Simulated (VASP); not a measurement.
# TiO2 (C2/m) in VASP: further runs

TiO2 is run at these levels: PBEsol; tasks: single point.

Everything below comes from runs of VASP 6.6.1. Logs are shortened: lines on timing, memory, paths and dates and some standing lists are left out, and cuts for length are marked.

## (1) The cell of the first run

The structure is monoclinic, space group C2/m (No. 12). Conventional cell: a = 12.403 Å, b = 3.805 Å, c = 6.472 Å, α = 90.00°, β = 107.47°, γ = 90.00°. Ti (site symmetry m) has 6 O at 1.76 to 2.26 Å within 2.3 Å. Ti (site symmetry m) has 6 O at 1.84 to 2.15 Å within 2.4 Å. O (site symmetry m) has 3 Ti at 1.88 to 2.09 Å and 10 O at 2.54 to 3.01 Å within 3.1 Å. O (site symmetry m) has 3 Ti at 1.96 to 2.03 Å and 2 O at 2.54 Å within 2.6 Å. O (site symmetry m) has 2 Ti at 1.76 to 1.84 Å within 2.3 Å. O (site symmetry m) has 4 Ti at 1.98 to 2.26 Å and 5 O at 2.54 to 2.68 Å within 2.7 Å.

## (2) Single point, PBEsol (biaxial strain in the a-b plane: +2.0 %)

INCAR

```
SYSTEM = TiO2
  ALGO = Normal
  EDIFF = 1E-6
  ENCUT = 520
  GGA = PS
  ISIF = 2
  ISMEAR = 0
  LASPH = .TRUE.
  LCHARG = .TRUE.
  LELF = .TRUE.
  LREAL = .FALSE.
  LVHAR = .TRUE.
  LWAVE = .FALSE.
  NBANDS = 60
  NELM = 60
  PREC = Accurate
  SIGMA = 0.02
```

KPOINTS

```
k-points
0
G
  6 6 4
  0 0 0
```

POSCAR

```
TiO2
1.0
    6.2013111806     -1.9023827835      0.0001602677
    6.2013111806      1.9023827835      0.0001602677
   -1.9431143458      0.0000000000      6.1738932448
Ti O
4 8
Direct
    0.8032391818      0.8032391818      0.7137247111
    0.1006387451      0.1006387451      0.7065461986
    0.1967608182      0.1967608182      0.2862752889
    0.8993612549      0.8993612549      0.2934538014
    0.0578027555      0.0578027555      0.3678766240
    0.6383213579      0.6383213579      0.7036121018
    0.1353919645      0.1353919645      0.0039988155
    0.9421972445      0.9421972445      0.6321233760
    0.7369563264      0.7369563264      0.3488484954
    0.8646080355      0.8646080355      0.9960011845
    0.2630436736      0.2630436736      0.6511515046
    0.3616786421      0.3616786421      0.2963878982
```

Potentials or basis: VASP PAW PBE potentials, release 64 (Ti_sv, O).

The run is started by

```
> cat potpaw_PBE.64/Ti_sv/POTCAR potpaw_PBE.64/O/POTCAR > POTCAR
> mpirun -np 1 vasp_std > vasp.out
```

OUTCAR:

```text
SYSTEM = TiO2
   EDIFF = 1E-6
   ENCUT = 520
   GGA = PS
   ISIF = 2
   ISMEAR = 0
   LASPH = .TRUE.
   LREAL = .FALSE.
   NELM = 60
   PREC = Accurate

 ion  position               nearest neighbor table
   1  0.803  0.803  0.714-  10 1.76   8 1.95  11 1.98  11 1.98   6 2.03   9 2.26
   2  0.101  0.101  0.707-   7 1.84   8 1.88   6 1.96   6 1.96   5 2.09  11 2.15
   3  0.197  0.197  0.286-   7 1.76   5 1.95   9 1.98   9 1.98  12 2.03  11 2.26
   4  0.899  0.899  0.293-  10 1.84   5 1.88  12 1.96  12 1.96   8 2.09   9 2.15
   5  0.058  0.058  0.368-   4 1.88   3 1.95   2 2.09
   6  0.638  0.638  0.704-   2 1.96   2 1.96   1 2.03
   7  0.135  0.135  0.004-   3 1.76   2 1.84
   8  0.942  0.942  0.632-   2 1.88   1 1.95   4 2.09
   9  0.737  0.737  0.349-   3 1.98   3 1.98   4 2.15   1 2.26
  10  0.865  0.865  0.996-   1 1.76   4 1.84
  11  0.263  0.263  0.651-   1 1.98   1 1.98   2 2.15   3 2.26
  12  0.362  0.362  0.296-   4 1.96   4 1.96   3 2.03

  LATTYP: Found a base centered monoclinic cell.
 ALAT       =    12.4026223653
 B/A-ratio  =     0.3067710565
 C/A-ratio  =     0.5218616730
 COS(beta)  =    -0.3001883071

  Lattice vectors:

 A1 = (   6.2013111806,  -1.9023827835,   0.0001602677)
 A2 = (   6.2013111806,   1.9023827835,   0.0001602677)
 A3 = (  -1.9431143458,   0.0000000000,   6.1738932448)

Analysis of symmetry for initial positions (statically):
=====================================================================
 Subroutine PRICEL returns:
 Original cell was already a primitive cell.

 Routine SETGRP: Setting up the symmetry group for a
 base centered monoclinic supercell.

 Subroutine GETGRP returns: Found  4 space group operations
 (whereof  4 operations were pure point group operations)
 out of a pool of  4 trial point group operations.

The static configuration has the point symmetry C_2h.

Analysis of symmetry for dynamics (positions and initial velocities):
=====================================================================
 Subroutine PRICEL returns:
 Original cell was already a primitive cell.

 Routine SETGRP: Setting up the symmetry group for a
 base centered monoclinic supercell.

 Subroutine GETGRP returns: Found  4 space group operations
 (whereof  4 operations were pure point group operations)
 out of a pool of  4 trial point group operations.

The dynamic configuration has the point symmetry C_2h.

 Subroutine INISYM returns: Found  4 space group operations
 (whereof  4 operations are pure point group operations),
 and found     1 'primitive' translations

----------------------------------------------------------------------------------------

                                     Primitive cell

  volume of cell :     145.6713

  direct lattice vectors                    reciprocal lattice vectors
     6.201311181 -1.902382784  0.000160268     0.080627454 -0.262828283  0.025375943
     6.201311181  1.902382784  0.000160268     0.080627454  0.262828283  0.025375943
    -1.943114346  0.000000000  6.173893245    -0.000004186  0.000000000  0.161971033

  length of vectors
     6.486549209  6.486549209  6.472453257     0.276085912  0.276085912  0.161971033

  position of ions in fractional coordinates (direct lattice)
     0.803239182  0.803239182  0.713724711
     0.100638745  0.100638745  0.706546199
     0.196760818  0.196760818  0.286275289
     0.899361255  0.899361255  0.293453801
     0.057802755  0.057802755  0.367876624
     0.638321358  0.638321358  0.703612102
     0.135391965  0.135391965  0.003998815
     0.942197245  0.942197245  0.632123376
     0.736956326  0.736956326  0.348848495
     0.864608035  0.864608035  0.996001185
     0.263043674  0.263043674  0.651151505
     0.361678642  0.361678642  0.296387898

  ion indices of the primitive-cell ions
   primitive index   ion index
                 1           1
                 2           2
                 3           3
                 4           4
                 5           5
                 6           6
                 7           7
                 8           8
                 9           9
                10          10
                11          11
                12          12

----------------------------------------------------------------------------------------

 KPOINTS: k-points

Automatic generation of k-mesh.
 Grid dimensions read from file:
 generate k-points for:    6    6    4

 Generating k-lattice:

  Cartesian coordinates                     Fractional coordinates (reciprocal lattice)
     0.013437909 -0.043804714  0.004229324     0.166666667  0.000000000 -0.000000000
     0.013437909  0.043804714  0.004229324     0.000000000  0.166666667 -0.000000000
    -0.000001047  0.000000000  0.040492758    -0.000000000 -0.000000000  0.250000000

  Length of vectors
     0.046014319  0.046014319  0.040492758

  Shift w.r.t. Gamma in fractional coordinates (k-lattice)
     0.000000000  0.000000000  0.000000000

 Subroutine IBZKPT returns following result:
 ===========================================

 Found     47 irreducible k-points:

 Following reciprocal coordinates:
            Coordinates               Weight
  0.000000  0.000000  0.000000      1.000000
  0.166667  0.000000 -0.000000      4.000000
  0.333333  0.000000  0.000000      4.000000
  0.500000  0.000000  0.000000      2.000000
  0.166667  0.166667 -0.000000      2.000000
  0.333333  0.166667  0.000000      4.000000
[... 16 lines left out ...]
 -0.333333  0.166667  0.250000      4.000000
 -0.166667  0.166667  0.250000      4.000000
 [... further k-points ...]
   k-points           NKPTS =     47   k-points in BZ     NKDIM =     47   number of bands    NBANDS=     60
   number of dos      NEDOS =    301   number of ions     NIONS =     12
   total plane-waves  NPLWV = 110592
   dimension x,y,z NGX =    48 NGY =   48 NGZ =   48
   dimension x,y,z NGXF=    96 NGYF=   96 NGZF=   96
   ions per type =               4   8
   NGX,Y,Z   is equivalent  to a cutoff of  12.30, 12.30, 12.33 a.u.
   NGXF,Y,Z  is equivalent  to a cutoff of  24.60, 24.60, 24.66 a.u.
 SYSTEM =  TiO2
   PREC   = accura    normal or accurate (medium, high low for compatibility)
   ISTART =      0    job   : 0-new  1-cont  2-samecut
   ICHARG =      2    charge: 1-file 2-atom 10-const
   ISPIN  =      1    spin polarized calculation?
   LNONCOLLINEAR =      F non collinear calculations
   LSORBIT =      F    spin-orbit coupling
   LASPH  =      T    aspherical Exc in radial PAW
   ENCUT  =  520.0 eV  38.22 Ry    6.18 a.u.  12.06 12.06 12.03*2*pi/ulx,y,z
   NELM   =     60;   NELMIN=  2; NELMDL= -5     # of ELM steps
   EDIFF  = 0.1E-05   stopping-criterion for ELM
   LREAL  =      F    real-space projection
   EDIFFG = 0.1E-04   stopping-criterion for IOM
   NSW    =      0    number of steps for IOM
   IBRION =     -1    ionic relax: 0-MD 1-quasi-New 2-CG
   NFREE  =      0    steps in history (QN), initial steepest desc. (CG)
   ISIF   =      2    stress and relaxation
   ISYM   =      2    0-nonsym 1-usesym 2-fastsym
   POTIM  = 0.5000    time-step for ionic-motion
   TEBEG  =    0.0;   TEEND  =   0.0 temperature during run
   PSTRESS=    0.0 pullay stress
   NELECT =      96.0000    total number of electrons
   NUPDOWN=      -1.0000    fix difference up-down
   EMIN   =  10.00;   EMAX   =-10.00  energy-range for DOS
   EFERMI =   0.00;   METHOD = LEGACY
   ISMEAR =     0;   SIGMA  =   0.02  broadening in eV -4-tet -1-fermi 0-gaus
   EFERMI_NEDOS =   21; number of points for ismear=-14 and -15
   IALGO  =     38    algorithm
   IMIX   =      4    mixing-type and parameters
     AMIX     =   0.40;   BMIX     =  1.00
     AMIX_MAG =   1.60;   BMIX_MAG =  1.00
  volume/ion in A,a.u.               =      12.14        81.92
  Fermi-wavevector in a.u.,A,eV,Ry     =   1.424647  2.692192 27.614637  2.029619
  Thomas-Fermi vector in A             =   2.545116
   LORBIT       =      0    0 simple, 1 ext, 2 COOP (PROOUT), +10 PAW based schemes
   GGA     = PS    functional components
   LHFCALC =     F    Hartree Fock is set to
   AEXX    =    0.0000 exact exchange contribution
   IVDW    =     0    specifies the selected vdW correction
   LEPSILON=     F    determine dielectric tensor
   LRPA    =     F    only Hartree local field effects (RPA)
 non-spin polarized calculation
 Gauss-broadening in eV      SIGMA  =   0.02
  energy-cutoff  :      520.00
  volume of cell :      145.67
 maximum number of plane-waves:      3940
   NGX = 25   NGY = 25   NGZ = 25

 number of electron      95.9999982 magnetization

 Free energy of the ion-electron system (eV)
  ---------------------------------------------------
  ext. energy  EPLUGINS =         0.00000000
  ---------------------------------------------------
  free energy    TOTEN  =      -112.30106595 eV

  energy without entropy =     -112.30106595  energy(sigma->0) =     -112.30106595

 E-fermi :   2.6451     XC(G=0): -10.5511

 val. band max:        2.4674541490   @ k =  -0.3333   0.1667   0.5000
 cond. band min:       5.1784408312   @ k =   0.0000   0.0000   0.0000
 fundamental gap:      2.7109866822
 Fermi energy:         2.6451163834

 k-point     1 :       0.0000    0.0000    0.0000
  band No.  band energies     occupation
      1     -53.4649      2.00000
      2     -53.4490      2.00000
      3     -53.3781      2.00000
      4     -53.3696      2.00000
      5     -30.0115      2.00000
      6     -29.9379      2.00000
[... 52 lines left out ...]
     59       7.2544      0.00000
     60       7.4804      0.00000

 k-point     2 :       0.1667    0.0000   -0.0000
  band No.  band energies     occupation
      1     -53.4638      2.00000
      2     -53.4483      2.00000
      3     -53.3774      2.00000
      4     -53.3700      2.00000
      5     -30.0069      2.00000
      6     -29.9427      2.00000
[... 1383 lines left out ...]
      4     -53.3711      2.00000
      5     -29.9964      2.00000
      6     -29.9376      2.00000
[... 52 lines left out ...]
     59       7.1246      0.00000
     60       7.2874      0.00000

 [... further k-points ...]

------------------------ aborting loop because EDIFF is reached ----------------------------------------

  FORCE on cell =-STRESS in cart. coord.  units (eV):
  Direction    XX          YY          ZZ          XY          YZ          ZX
  --------------------------------------------------------------------------------------
  -------------------------------------------------------------------------------------
  Total       -6.4442027     -7.0133600      1.5995181      0.0000000      0.0000000      0.1525049
  in kB      -70.8770609    -77.1369811     17.5924236      0.0000000      0.0000000      1.6773367
  external PRESSURE =     -43.4738728 kB  Pullay stress =       0.0000000 kB

 VOLUME and BASIS-vectors are now :
 -----------------------------------------------------------------------------
  energy-cutoff  :      520.00
  volume of cell :      145.67
      direct lattice vectors                 reciprocal lattice vectors
     6.201311181 -1.902382784  0.000160268     0.080627454 -0.262828283  0.025375943
     6.201311181  1.902382784  0.000160268     0.080627454  0.262828283  0.025375943
    -1.943114346  0.000000000  6.173893245    -0.000004186  0.000000000  0.161971033

 POSITION                                       TOTAL-FORCE (eV/Angst)
 -----------------------------------------------------------------------------------
      8.57542      0.00000      4.40672        -0.153454      0.000000     -0.515056
     -0.12472      0.00000      4.36217         0.052048      0.000000     -0.350120
      1.88408      0.00000      1.76750         0.153454      0.000000      0.515056
     10.58422      0.00000      1.81204        -0.052048      0.000000      0.350120
      0.00208      0.00000      2.27125        -0.043929      0.000000     -0.095544
      6.54966      0.00000      4.34423         0.109680      0.000000      0.043587
      1.67145      0.00000      0.02473        -0.048437      0.000000     -0.083590
     10.45743      0.00000      3.90296         0.043929      0.000000      0.095544
      8.46234      0.00000      2.15399         0.057124      0.000000     -0.082745
      8.78806      0.00000      6.14948         0.048437      0.000000      0.083590
      1.99717      0.00000      4.02022        -0.057124      0.000000      0.082745
      3.90985      0.00000      1.82998        -0.109680      0.000000     -0.043587
 -----------------------------------------------------------------------------------
    total drift:                                0.000000      0.000000      0.000000

  FREE ENERGIE OF THE ION-ELECTRON SYSTEM (eV)
  ---------------------------------------------------
  free  energy   TOTEN  =      -112.3010659490 eV

  energy  without entropy=     -112.3010659490  energy(sigma->0) =     -112.30106595
```

Wall time 5.4 min (1 thread of Intel Xeon 6975P-C (Granite Rapids), shared host); peak memory 0.5 GiB.

Results:

```
Free energy            : -112.3011 eV
Pressure               : -4.3 GPa
Largest force          : 0.537 eV/Å
Band gap on the k mesh : 2.71 eV (least direct gap 2.86 eV)
```

Forces in eV/Å, atoms in the order of the input:
```
Ti  -0.153  0.000 -0.515
Ti   0.052  0.000 -0.350
Ti   0.153  0.000  0.515
Ti  -0.052  0.000  0.350
O   -0.044  0.000 -0.096
O    0.110  0.000  0.044
O   -0.048  0.000 -0.084
O    0.044  0.000  0.096
O    0.057  0.000 -0.083
O    0.048  0.000  0.084
O   -0.057  0.000  0.083
O   -0.110  0.000 -0.044
```

Stress tensor (GPa, compression positive):
```
-7.09  0.00  0.17
 0.00 -7.71  0.00
 0.17  0.00  1.76
```

Levels at points of the mesh, in eV from the valence-band top:
```tsv
k point	band 46	band 47	band 48	band 49	band 50	band 51
(0.00, 0.00, 0.00)	-0.73	-0.32	-0.15	2.71	2.99	3.21
(0.50, 0.00, 0.00)	-0.47	-0.20	-0.11	3.06	3.06	3.52
(0.50, 0.50, 0.00)	-0.59	-0.35	-0.10	2.81	2.88	3.29
(0.00, 0.00, 0.50)	-0.65	-0.58	-0.39	2.82	3.05	3.21
(0.50, 0.00, 0.50)	-0.57	-0.09	0.00	3.10	3.19	3.34
(0.50, 0.50, 0.50)	-0.39	-0.20	-0.17	2.91	3.09	3.19
```

Caveat: the cell differs from its parent crystal (biaxial strain in the a-b plane: +2.0 %); the cell stands under tension; the PAW data sets were made with another functional, which shifts forces and pressure a little.

## (3) Single point, PBEsol (biaxial strain in the a-b plane: +1.0 %, then relaxed in part)

INCAR, as its differences from that of step 2:

```diff
@@ -14,3 +14,3 @@
   NBANDS = 60
-  NELM = 60
+  NELM = 100
   PREC = Accurate
```

KPOINTS is that of step 2.

POSCAR, as its differences from that of step 2:

```diff
@@ -2,5 +2,5 @@
 1.0
-    6.2013111806     -1.9023827835      0.0001602677
-    6.2013111806      1.9023827835      0.0001602677
-   -1.9431143458      0.0000000000      6.1738932448
+    6.1405124335     -1.8837319719      0.0044060931
+    6.1405124335      1.8837319719      0.0044060931
+   -1.9197695420      0.0000000000      6.2004756001
 Ti O
```

Potentials or basis: VASP PAW PBE potentials, release 64 (Ti_sv, O).

The run is started by

```
> cat potpaw_PBE.64/Ti_sv/POTCAR potpaw_PBE.64/O/POTCAR > POTCAR
> mpirun -np 1 vasp_std > vasp.out
```

Wall time 11 min (1 thread of Intel Xeon Platinum 8259CL at 2.50GHz (Skylake/Cascade Lake), shared host); peak memory 0.49 GiB.

Results (log left out):

```
Free energy            : -112.3959 eV
Pressure               : -1.7 GPa
Largest force          : 0.079 eV/Å
Band gap on the k mesh : 2.76 eV (least direct gap 2.92 eV)
```

Forces in eV/Å, atoms in the order of the input:
```
Ti   0.006  0.000 -0.079
Ti   0.017  0.000 -0.021
Ti  -0.006  0.000  0.079
Ti  -0.017  0.000  0.021
O    0.026  0.000  0.002
O   -0.014  0.000  0.001
O   -0.015  0.000 -0.049
O   -0.026  0.000 -0.002
O   -0.005  0.000  0.008
O    0.015  0.000  0.049
O    0.005  0.000 -0.008
O    0.014  0.000 -0.001
```

Stress tensor (GPa, compression positive):
```
-2.71  0.00  0.05
 0.00 -3.20  0.00
 0.05  0.00  0.76
```

Levels at points of the mesh, in eV from the valence-band top:
| k point | band 45 | band 46 | band 47 | band 48 | band 49 | band 50 | band 51 | band 52 |
| --- | --- | --- | --- | --- | --- | --- | --- | --- |
| (0.00, 0.00, 0.00) | -0.77 | -0.76 | -0.34 | -0.16 | 2.76 | 3.07 | 3.31 | 3.38 |
| (0.50, 0.00, 0.00) | -0.88 | -0.48 | -0.20 | -0.12 | 3.14 | 3.14 | 3.62 | 3.66 |
| (0.50, 0.50, 0.00) | -0.91 | -0.60 | -0.38 | -0.12 | 2.88 | 2.94 | 3.39 | 3.53 |
| (0.00, 0.00, 0.50) | -0.72 | -0.64 | -0.61 | -0.42 | 2.87 | 3.12 | 3.28 | 3.43 |
| (0.50, 0.00, 0.50) | -0.68 | -0.53 | -0.09 | -0.01 | 3.18 | 3.27 | 3.44 | 3.69 |
| (0.50, 0.50, 0.50) | -0.92 | -0.38 | -0.22 | -0.17 | 2.97 | 3.15 | 3.26 | 3.41 |

Caveat: the cell differs from its parent crystal (biaxial strain in the a-b plane: +1.0 %, then relaxed in part); the PAW data sets were made with another functional, which shifts forces and pressure a little. A k mesh can miss the band edges.

## (4) Single point, PBEsol

This run uses another cell than the first one, of 11.96 Å³/atom.

INCAR

```
  ALGO = Normal
  EDIFF = 1E-6
  ENCUT = 520
  GGA = PS
  ISIF = 2
  ISMEAR = 0
  LASPH = True
  LCHARG = False
  LREAL = False
  LWAVE = False
  NBANDS = 60
  NELM = 80
  PREC = Accurate
  SIGMA = 0.02
```

KPOINTS

```
k-points
0
Gamma
  6 6 4
```

POSCAR is that of step 3.

The run is started by

```
> cat potpaw_PBE.64/Ti_sv/POTCAR potpaw_PBE.64/O/POTCAR > POTCAR
> mpirun -np 1 vasp_std > vasp.out
```

Wall time 11 min (1 thread of Intel Xeon Platinum 8259CL at 2.50GHz (Skylake/Cascade Lake), shared host); peak memory 0.49 GiB.

It converged, with:

```
Free energy            : -112.3959 eV
Pressure               : -1.7 GPa
Largest force          : 0.079 eV/Å
Band gap on the k mesh : 2.76 eV (least direct gap 2.92 eV)
```

Forces in eV/Å, atoms in the order of the input:
```
Ti   0.006  0.000 -0.079
Ti   0.017  0.000 -0.021
Ti  -0.006  0.000  0.079
Ti  -0.017  0.000  0.021
O    0.026  0.000  0.002
O   -0.014  0.000  0.001
O   -0.015  0.000 -0.049
O   -0.026  0.000 -0.002
O   -0.005  0.000  0.008
O    0.015  0.000  0.049
O    0.005  0.000 -0.008
O    0.014  0.000 -0.001
```

Stress tensor (GPa, compression positive):
```
-2.71  0.00  0.05
 0.00 -3.20  0.00
 0.05  0.00  0.76
```

Levels at points of the mesh, in eV from the valence-band top:
```csv
k point,band 44,band 45,band 46,band 47,band 48,band 49,band 50,band 51,band 52,band 53
"(0.00, 0.00, 0.00)",-0.85,-0.77,-0.76,-0.34,-0.16,2.76,3.07,3.31,3.38,3.42
"(0.50, 0.00, 0.00)",-1.02,-0.88,-0.48,-0.20,-0.12,3.14,3.14,3.62,3.66,3.96
"(0.50, 0.50, 0.00)",-0.91,-0.91,-0.60,-0.38,-0.12,2.88,2.94,3.39,3.53,3.58
"(0.00, 0.00, 0.50)",-0.73,-0.72,-0.64,-0.61,-0.42,2.87,3.12,3.28,3.43,3.45
"(0.50, 0.00, 0.50)",-0.85,-0.68,-0.53,-0.09,-0.01,3.18,3.27,3.44,3.69,3.85
"(0.50, 0.50, 0.50)",-1.18,-0.92,-0.38,-0.22,-0.17,2.97,3.15,3.26,3.41,3.49
```

Caveat: the PAW data sets were made with another functional, which shifts forces and pressure a little.
